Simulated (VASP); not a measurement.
A run of VASP 6.6.1 is set up as follows.

INCAR

```
  PREC = Accurate
  ENCUT = 520
  EDIFF = 1E-6
  ISMEAR = 0
  SIGMA = 0.02
  LREAL = Auto
  LASPH = T
  NELM = 100
  ALGO = Normal
  ISIF = 2
  LWAVE = F
  LCHARG = F
  GGA = PS
  NBANDS = 66
```

Contents of KPOINTS:

```
regular mesh
0
Gamma
  2 2 1
```

POSCAR

```
HC2
1.0
    5.0487420000      0.0000000000      0.0000000000
    0.0000000000      5.0487420000      0.0000000000
    0.0000000000      0.0000000000     16.1647000000
H C
10 20
Direct
    0.4277868800      0.0000000000      0.0618632000
    0.0722131600      0.0000000000      0.0618632000
    0.9277869200      0.0000000000      0.0618632000
    0.5722132000      0.0000000000      0.0618632000
    0.4277868800      0.5000000400      0.0618632000
    0.0722131600      0.5000000400      0.0618632000
    0.9277869200      0.5000000400      0.0618632000
    0.5722132000      0.5000000400      0.0618632000
    0.7499581101      0.4872212710      0.3815316386
    1.2499700754      0.0129217839      0.3815432901
    0.2500000200      0.0000000000      0.1011277700
    0.7500000600      0.0000000000      0.1011277700
    0.2500000200      0.5000000400      0.1011277700
    0.7500000600      0.5000000400      0.1011277700
    0.2500000200      0.2500000200      0.1563406700
    0.7500000600      0.2500000200      0.1563406700
    0.2500000200      0.7500000600      0.1563406700
    0.7500000600      0.7500000600      0.1563406700
   -0.0000114357      0.2499533588      0.2071146995
    0.5000005160      0.2499637605      0.2071125738
    0.0000289453      0.7499636548      0.2156792551
    0.4999809086      0.7499697324      0.2156816384
   -0.0026764594      0.0137983632      0.2678052095
    0.5027706290      0.0137639259      0.2678239615
    0.0026475464      0.4861159423      0.2677659359
    0.4972816883      0.4861061423      0.2677632139
    0.2499836475      0.0930687199      0.3181489232
    0.7500484877      0.0946222691      0.3108878313
    0.2499667872      0.4051869652      0.3107748645
    0.7499913484      0.4069129159      0.3181308047
```

Potentials or basis: VASP PAW PBE potentials, release 64 (H, C).

Command:

```sh
$ cat potpaw_PBE.64/H/POTCAR potpaw_PBE.64/C/POTCAR > POTCAR
$ mpirun -np 1 vasp_std > vasp.out
```

Estimate the largest force.

8.947 eV/Å.

Predict the band gap on the k mesh.

zero (band 45 reaches 0.93 eV, above the bottom of band 46 at 0.65 eV).

Forces in eV/Å, atoms in the order of the input:
```
H   -8.929 -0.030  0.044
H    8.929 -0.030  0.044
H   -8.947 -0.047  0.002
H    8.947 -0.047  0.002
H   -8.947  0.047  0.002
H    8.946  0.047  0.002
H   -8.929  0.030  0.044
H    8.929  0.030  0.044
H    0.001  0.009  0.016
H    0.000 -0.012  0.028
C    0.000 -0.201  1.207
C    0.000 -0.156  1.133
C    0.001  0.156  1.135
C    0.000  0.203  1.208
C   -0.001  0.103 -3.035
C   -0.001 -0.118 -3.036
C    0.001  0.064  0.505
C    0.000 -0.064  0.505
C   -0.003  0.000 -0.002
C    0.006 -0.005  0.004
C   -0.007  0.003  0.001
C    0.006  0.000  0.002
C    0.021 -0.059 -0.008
C   -0.032 -0.052 -0.013
C   -0.017  0.057  0.001
C    0.025  0.057  0.003
C    0.006  0.002  0.015
C   -0.003  0.021  0.042
C    0.001 -0.005  0.073
C   -0.003 -0.001  0.035
```

Caveat: the k points lie up to 0.62 Å⁻¹ apart; the PAW data sets were made with another functional, which shifts forces and pressure a little.
